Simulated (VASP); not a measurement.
# Tl (P6_3/mmc) in VASP: notebook

The runs below take Tl through single point, with PBE+D3(BJ).

Program: VASP 6.6.1. These are calculated values, not measurements. Logs are shortened: lines on timing, memory, paths and dates and some standing lists are left out, and cuts for length are marked.

## (1) The cell of the first run

The structure is hexagonal, space group P6_3/mmc (No. 194). Conventional cell: a = 3.570 Å, b = 3.570 Å, c = 5.528 Å, α = 90.00°, β = 90.00°, γ = 120.00°. Tl (site symmetry -6m2) has 12 Tl at 3.45 to 3.57 Å within 4.5 Å.

## (2) Single point, PBE+D3(BJ) (30.50 Å³/atom)

The input, INCAR:

```
SYSTEM = Tl
PREC = Accurate
ENCUT = 520
EDIFF = 1E-7
ISMEAR = 0
SIGMA = 0.1
LREAL = .False.
LASPH = .True.
NELM = 80
ALGO = Fast
ISIF = 2
LWAVE = .False.
LCHARG = .False.
GGA = PE
IVDW = 12
NBANDS = 20
```

The input, KPOINTS:

```
Automatic mesh
0
Gamma
  15 15 8
  0 0 0
```

The input, POSCAR:

```
Tl
1.0
    3.5695580883      0.0000000000      0.0000000000
   -1.7847790442      3.0913279848      0.0000000000
    0.0000000000      0.0000000000      5.5275773457
Tl
2
Direct
    0.3333333333      0.6666666667      0.2500000000
    0.6666666667      0.3333333333      0.7500000000
```

Potentials or basis: VASP PAW PBE potentials, release 64 (Tl_d).

Run with:

```console
cat potpaw_PBE.64/Tl_d/POTCAR > POTCAR
mpirun -np 1 vasp_std > vasp.out
```

OUTCAR:

```text
SYSTEM = Tl
   PREC = Accurate
   ENCUT = 520
   EDIFF = 1E-7
   ISMEAR = 0
   LREAL = .False.
   LASPH = .True.
   NELM = 80
   ISIF = 2
   GGA = PE
   IVDW = 12
 IVDW          = 12

 ion  position               nearest neighbor table
   1  0.333  0.667  0.250-   2 3.45   2 3.45   2 3.45   2 3.45   2 3.45   2 3.45
   2  0.667  0.333  0.750-   1 3.45   1 3.45   1 3.45   1 3.45   1 3.45   1 3.45

  LATTYP: Found a hexagonal cell.
 ALAT       =     3.5695580883
 C/A-ratio  =     1.5485326780

  Lattice vectors:

 A1 = (   3.5695580883,   0.0000000000,   0.0000000000)
 A2 = (  -1.7847790442,   3.0913279848,   0.0000000000)
 A3 = (   0.0000000000,   0.0000000000,   5.5275773457)

Analysis of symmetry for initial positions (statically):
=====================================================================
 Subroutine PRICEL returns:
 Original cell was already a primitive cell.

 Routine SETGRP: Setting up the symmetry group for a
 hexagonal supercell.

 Subroutine GETGRP returns: Found 24 space group operations
 (whereof 12 operations were pure point group operations)
 out of a pool of 24 trial point group operations.

The static configuration has the point symmetry D_3d.
 The point group associated with its full space group is D_6h.

Analysis of symmetry for dynamics (positions and initial velocities):
=====================================================================
 Subroutine PRICEL returns:
 Original cell was already a primitive cell.

 Routine SETGRP: Setting up the symmetry group for a
 hexagonal supercell.

 Subroutine GETGRP returns: Found 24 space group operations
 (whereof 12 operations were pure point group operations)
 out of a pool of 24 trial point group operations.

The dynamic configuration has the point symmetry D_3d.
 The point group associated with its full space group is D_6h.

 Subroutine INISYM returns: Found 24 space group operations
 (whereof 12 operations are pure point group operations),
 and found     1 'primitive' translations

----------------------------------------------------------------------------------------

                                     Primitive cell

  volume of cell :      60.9950

  direct lattice vectors                    reciprocal lattice vectors
     3.569558088  0.000000000  0.000000000     0.280146723  0.161742786  0.000000000
    -1.784779044  3.091327985  0.000000000     0.000000000  0.323485572  0.000000000
     0.000000000  0.000000000  5.527577346     0.000000000  0.000000000  0.180911082

  length of vectors
     3.569558088  3.569558088  5.527577346     0.323485572  0.323485572  0.180911082

  position of ions in fractional coordinates (direct lattice)
     0.333333333  0.666666667  0.250000000
     0.666666667  0.333333333  0.750000000

  ion indices of the primitive-cell ions
   primitive index   ion index
                 1           1
                 2           2

----------------------------------------------------------------------------------------

 KPOINTS: Automatic mesh

Automatic generation of k-mesh.
 Grid dimensions read from file:
 generate k-points for:   15   15    8

 Generating k-lattice:

  Cartesian coordinates                     Fractional coordinates (reciprocal lattice)
     0.018676448  0.010782852  0.000000000     0.066666667  0.000000000  0.000000000
     0.000000000  0.021565705  0.000000000     0.000000000  0.066666667  0.000000000
     0.000000000  0.000000000  0.022613885     0.000000000  0.000000000  0.125000000

  Length of vectors
     0.021565705  0.021565705  0.022613885

  Shift w.r.t. Gamma in fractional coordinates (k-lattice)
     0.000000000  0.000000000  0.000000000

 Subroutine IBZKPT returns following result:
 ===========================================

 Found    135 irreducible k-points:

 Following reciprocal coordinates:
            Coordinates               Weight
  0.000000  0.000000  0.000000      1.000000
  0.066667  0.000000  0.000000      6.000000
  0.133333  0.000000  0.000000      6.000000
  0.200000  0.000000  0.000000      6.000000
  0.266667  0.000000  0.000000      6.000000
  0.333333  0.000000  0.000000      6.000000
[... 16 lines left out ...]
  0.333333  0.200000  0.000000     12.000000
  0.400000  0.200000  0.000000      6.000000
 [... further k-points ...]
   k-points           NKPTS =    135   k-points in BZ     NKDIM =    135   number of bands    NBANDS=     20
   number of dos      NEDOS =    301   number of ions     NIONS =      2
   total plane-waves  NPLWV =  32928
   dimension x,y,z NGX =    28 NGY =   28 NGZ =   42
   dimension x,y,z NGXF=    56 NGYF=   56 NGZF=   84
   ions per type =               2
   NGX,Y,Z   is equivalent  to a cutoff of  13.04, 13.04, 12.63 a.u.
   NGXF,Y,Z  is equivalent  to a cutoff of  26.08, 26.08, 25.26 a.u.
 SYSTEM =  Tl
   PREC   = accura    normal or accurate (medium, high low for compatibility)
   ISTART =      0    job   : 0-new  1-cont  2-samecut
   ICHARG =      2    charge: 1-file 2-atom 10-const
   ISPIN  =      1    spin polarized calculation?
   LNONCOLLINEAR =      F non collinear calculations
   LSORBIT =      F    spin-orbit coupling
   LASPH  =      T    aspherical Exc in radial PAW
   ENCUT  =  520.0 eV  38.22 Ry    6.18 a.u.   6.64  6.64 10.28*2*pi/ulx,y,z
   NELM   =     80;   NELMIN=  2; NELMDL= -5     # of ELM steps
   EDIFF  = 0.1E-06   stopping-criterion for ELM
   LREAL  =      F    real-space projection
   EDIFFG = 0.1E-05   stopping-criterion for IOM
   NSW    =      0    number of steps for IOM
   IBRION =     -1    ionic relax: 0-MD 1-quasi-New 2-CG
   NFREE  =      0    steps in history (QN), initial steepest desc. (CG)
   ISIF   =      2    stress and relaxation
   ISYM   =      2    0-nonsym 1-usesym 2-fastsym
   POTIM  = 0.5000    time-step for ionic-motion
   TEBEG  =    0.0;   TEEND  =   0.0 temperature during run
   PSTRESS=    0.0 pullay stress
   NELECT =      26.0000    total number of electrons
   NUPDOWN=      -1.0000    fix difference up-down
   EMIN   =  10.00;   EMAX   =-10.00  energy-range for DOS
   EFERMI =   0.00;   METHOD = LEGACY
   ISMEAR =     0;   SIGMA  =   0.10  broadening in eV -4-tet -1-fermi 0-gaus
   EFERMI_NEDOS =   21; number of points for ismear=-14 and -15
   IALGO  =     68    algorithm
   IMIX   =      4    mixing-type and parameters
     AMIX     =   0.40;   BMIX     =  1.00
     AMIX_MAG =   1.60;   BMIX_MAG =  1.00
  volume/ion in A,a.u.               =      30.50       205.81
  Fermi-wavevector in a.u.,A,eV,Ry     =   1.232067  2.328270 20.653511  1.517990
  Thomas-Fermi vector in A             =   2.366852
   LORBIT       =      0    0 simple, 1 ext, 2 COOP (PROOUT), +10 PAW based schemes
   GGA     = PE    functional components
   LHFCALC =     F    Hartree Fock is set to
   AEXX    =    0.0000 exact exchange contribution
   IVDW    =    12    specifies the selected vdW correction
   LEPSILON=     F    determine dielectric tensor
   LRPA    =     F    only Hartree local field effects (RPA)
 non-spin polarized calculation
 RMM-DIIS sequential band-by-band and
 Gauss-broadening in eV      SIGMA  =   0.10
  energy-cutoff  :      520.00
  volume of cell :       61.00
 maximum number of plane-waves:      1701
 NGX is ok and might be reduce to    28
   NGX = 13   NGY = 13   NGZ = 21

 number of electron      26.0000004 magnetization

 Free energy of the ion-electron system (eV)
  ---------------------------------------------------
  ext. energy  EPLUGINS =         0.00000000
  ---------------------------------------------------
  free energy    TOTEN  =        -4.44946481 eV

  energy without entropy =       -4.44593356  energy(sigma->0) =       -4.44769918

 E-fermi :   5.9317     XC(G=0):  -9.8709

 val. band max:        5.9187265761   @ k =   0.2667   0.1333   0.0000
 cond. band min:       5.9386358032   @ k =   0.0667   0.0667   0.2500
 fundamental gap:      0.0199092272
 Fermi energy:         5.9317282777

 k-point     1 :       0.0000    0.0000    0.0000
  band No.  band energies     occupation
      1      -5.7612      2.00000
      2      -5.5644      2.00000
      3      -5.5644      2.00000
      4      -5.5569      2.00000
      5      -5.5153      2.00000
      6      -5.5153      2.00000
[... 12 lines left out ...]
     19      16.0216      0.00000
     20      16.8977      0.00000

 k-point     2 :       0.0667    0.0000    0.0000
  band No.  band energies     occupation
      1      -5.7504      2.00000
      2      -5.5926      2.00000
      3      -5.5492      2.00000
      4      -5.5259      2.00000
      5      -5.5148      2.00000
      6      -5.5131      2.00000
[... 12 lines left out ...]
     19      16.5622      0.00000
     20      16.6884      0.00000

 k-point     3 :       0.1333    0.0000    0.0000
  band No.  band energies     occupation
      1      -5.7323      2.00000
      2      -5.6148      2.00000
      3      -5.5372      2.00000
      4      -5.5329      2.00000
      5      -5.5172      2.00000
      6      -5.5063      2.00000
[... 12 lines left out ...]
     19      15.8526      0.00000
     20      17.4224      0.00000

 k-point     4 :       0.2000    0.0000    0.0000
  band No.  band energies     occupation
      1      -5.7434      2.00000
      2      -5.6095      2.00000
      3      -5.5768      2.00000
      4      -5.5608      2.00000
      5      -5.5148      2.00000
      6      -5.4427      2.00000
[... 12 lines left out ...]
     19      15.3275      0.00000
     20      17.0853      0.00000

 k-point     5 :       0.2667    0.0000    0.0000
  band No.  band energies     occupation
      1      -5.7807      2.00000
      2      -5.6279      2.00000
      3      -5.6077      2.00000
      4      -5.5906      2.00000
      5      -5.4904      2.00000
      6      -5.3692      2.00000
[... 12 lines left out ...]
     19      14.8343      0.00000
     20      16.4330      0.00000

 k-point     6 :       0.3333    0.0000    0.0000
  band No.  band energies     occupation
      1      -5.8207      2.00000
      2      -5.6811      2.00000
      3      -5.6240      2.00000
      4      -5.6175      2.00000
      5      -5.4531      2.00000
      6      -5.3646      2.00000
[... 12 lines left out ...]
     19      14.3394      0.00000
     20      15.9440      0.00000

 k-point     7 :       0.4000    0.0000    0.0000
  band No.  band energies     occupation
      1      -5.8523      2.00000
      2      -5.7248      2.00000
      3      -5.6424      2.00000
      4      -5.6376      2.00000
      5      -5.4229      2.00000
      6      -5.3894      2.00000
[... 12 lines left out ...]
     19      13.9651      0.00000
     20      15.6168      0.00000
[... 277 lines left out ...]
 k-point    20 :       0.4000    0.1333    0.0000
  band No.  band energies     occupation
      1      -5.8038      2.00000
      2      -5.7786      2.00000
      3      -5.6130      2.00000
      4      -5.6121      2.00000
      5      -5.4206      2.00000
      6      -5.4025      2.00000
[... 12 lines left out ...]
     19      14.1265      0.00000
     20      15.4899      0.00000

 k-point    21 :       0.2000    0.2000    0.0000
  band No.  band energies     occupation
      1      -5.7126      2.00000
      2      -5.6835      2.00000
      3      -5.6790      2.00000
      4      -5.5918      2.00000
      5      -5.4325      2.00000
      6      -5.3762      2.00000
[... 12 lines left out ...]
     19      14.2365      0.00000
     20      17.2594      0.00000

 k-point    22 :       0.2667    0.2000    0.0000
  band No.  band energies     occupation
      1      -5.7594      2.00000
      2      -5.7086      2.00000
      3      -5.6348      2.00000
      4      -5.5907      2.00000
      5      -5.4101      2.00000
      6      -5.4098      2.00000
[... 12 lines left out ...]
     19      13.6478      0.00000
     20      17.3016      0.00000

 k-point    23 :       0.3333    0.2000    0.0000
  band No.  band energies     occupation
      1      -5.7910      2.00000
      2      -5.7272      2.00000
      3      -5.5977      2.00000
      4      -5.5854      2.00000
      5      -5.4362      2.00000
      6      -5.3959      2.00000
[... 12 lines left out ...]
     19      13.3325      0.00000
     20      17.1621      0.00000

 k-point    24 :       0.4000    0.2000    0.0000
  band No.  band energies     occupation
      1      -5.8021      2.00000
      2      -5.7338      2.00000
      3      -5.5835      2.00000
      4      -5.5822      2.00000
      5      -5.4468      2.00000
      6      -5.3825      2.00000
[... 12 lines left out ...]
     19      13.2334      0.00000
     20      17.1110      0.00000

 [... further k-points ...]

------------------------ aborting loop because EDIFF is reached ----------------------------------------

 Edisp (eV)   -0.64133

 E8    (eV) :    -0.3352

  FORCE on cell =-STRESS in cart. coord.  units (eV):
  Direction    XX          YY          ZZ          XY          YZ          ZX
  --------------------------------------------------------------------------------------
  -------------------------------------------------------------------------------------
  Total      -0.34883    -0.34883    -0.36733     0.00000     0.00000     0.00000
  in kB      -9.16287    -9.16287    -9.64884     0.00000     0.00000     0.00000
  external pressure =       -9.32 kB  Pullay stress =        0.00 kB

 VOLUME and BASIS-vectors are now :
 -----------------------------------------------------------------------------
  energy-cutoff  :      520.00
  volume of cell :       61.00
      direct lattice vectors                 reciprocal lattice vectors
     3.569558088  0.000000000  0.000000000     0.280146723  0.161742786  0.000000000
    -1.784779044  3.091327985  0.000000000     0.000000000  0.323485572  0.000000000
     0.000000000  0.000000000  5.527577346     0.000000000  0.000000000  0.180911082

 POSITION                                       TOTAL-FORCE (eV/Angst)
 -----------------------------------------------------------------------------------
     -0.00000      2.06089      1.38189        -0.000000      0.000000      0.000000
      1.78478      1.03044      4.14568         0.000000     -0.000000      0.000000
 -----------------------------------------------------------------------------------
    total drift:                               -0.000000      0.000000     -0.000000

  FREE ENERGIE OF THE ION-ELECTRON SYSTEM (eV)
  ---------------------------------------------------
  free  energy   TOTEN  =        -5.0907905923 eV

  energy  without entropy=       -5.0872593421  energy(sigma->0) =       -5.08902497
```

Run time: 2 min. Hardware: 1 thread of Intel Xeon Platinum 8375C at 2.90GHz (Ice Lake), shared host; peak memory 0.27 GiB.

What came out:

```
Free energy                : -5.0908 eV
Pressure                   : -0.9 GPa
Band gap on the k mesh     : zero (bands 13 and 14 overlap by 5.60 eV)
Dispersion energy per atom : -0.321 eV
```

Caveat: spin-orbit coupling is left out, which moves the levels of the heavy elements.

[end of part 1 of 2]
